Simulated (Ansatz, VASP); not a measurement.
## Cu: VASP beside Ansatz

```
Cu
1.0
    -1.54695    1.54695    1.42805
     1.54695   -1.54695    1.42805
     1.54695    1.54695   -1.42805
Cu
1
Direct
  0.00000 0.00000 0.00000
```

Alike in both runs: task single point; functional PBE; k mesh 22 × 22 × 22; occupations gaussian, width 0.15 eV; no spin polarisation.

|  | VASP | Ansatz |
| --- | --- | --- |
| version | VASP 6.6.1 | Ansatz 0.2.0 |
| potentials or method | VASP PAW PBE potentials, release 64 (Cu), cutoff 520 eV | scalar-relativistic, plane waves, PAW |
| valence electrons in the cell | 11 | 19 |

VASP gave:

- gap on the k mesh at the Fermi level (eV): none
- pressure (GPa): -12.3
- traceless stress, the component that is largest in VASP (GPa): -0.17

**Question.** Which values does Ansatz return?

**Answer.** gap on the k mesh at the Fermi level (eV): none; pressure (GPa): -12.9; traceless stress, the component that is largest in VASP (GPa): -0.18.

A gap of «none» marks a metal or a gap that the smearing closes. VASP's potentials hold 11 valence electrons a cell and Ansatz's 19, so a difference there can come from the potentials and not from the codes.
